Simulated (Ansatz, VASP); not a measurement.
## Hf in VASP and in Ansatz

Contents of INCAR:

```
SYSTEM = Hf
PREC = Accurate
ENCUT = 600
EDIFF = 1E-6
ISMEAR = -1
SIGMA = 0.05
LREAL = .False.
LASPH = .True.
NELM = 80
ALGO = Normal
ISIF = 3
LWAVE = .False.
LCHARG = .False.
GGA = PE
IBRION = 2
NSW = 60
EDIFFG = -0.005
```

The input KPOINTS:

```
Automatic mesh
0
Gamma
  15 15 8
  0 0 0
```

Contents of POSCAR:

```
Hf
1.0
    3.1801497063      0.0000000000      0.0000000000
   -1.5900748532      2.7540904335      0.0000000000
    0.0000000000      0.0000000000      5.1518425242
Hf
2
Direct
    0.3333333333      0.6666666667      0.2500000000
    0.6666666667      0.3333333333      0.7500000000
```

Input for Ansatz:

```yaml
crystal:
  lattice:
    - [3.1801497063, 0.0, 0.0]
    - [-1.5900748532, 2.7540904335, 0.0]
    - [0.0, 0.0, 5.1518425242]
  atoms:
    - { symbol: Hf, position: [0.3333333333, 0.6666666667, 0.25] }
    - { symbol: Hf, position: [0.6666666667, 0.3333333333, 0.75] }
kpoints:
  mp_grid: { grid: [15, 15, 8] }
scf:
  occupations: { method: fermi_dirac, width: 0.05 }
hamiltonian:
  xc: pbe
  pseudopotentials: { kind: paw }
output:
  forces: true
  stress: true
relax:
  f_tol: 0.005
  max_steps: 40
  cell: {}
```

Alike in both runs: task relaxation of cell and atoms; functional PBE; k mesh 15 × 15 × 8; occupations fermi-dirac, width 0.05 eV; no spin polarisation.

```csv
,VASP,Ansatz
version,VASP 6.6.1,Ansatz 0.2.0
potentials or method,"VASP PAW PBE potentials, release 64 (Hf_pv)","PAW with Ansatz's default frozen-core files, scalar-relativistic"
plane-wave cutoff (eV),600,420
valence electrons in the cell,20,52
```

|  | VASP | Ansatz | Ansatz less VASP |
| --- | --- | --- | --- |
| relaxed volume (Å³/atom) | 22.45 | 22.54 | +0.089 |
| relaxed length of the cell vector where the two differ most in proportion (Å) | 5.059 | 5.068 | +0.0091 |

VASP's potentials hold 20 valence electrons a cell and Ansatz's 52, so a difference there can come from the potentials and not from the codes.

Neither program's run includes spin-orbit coupling.
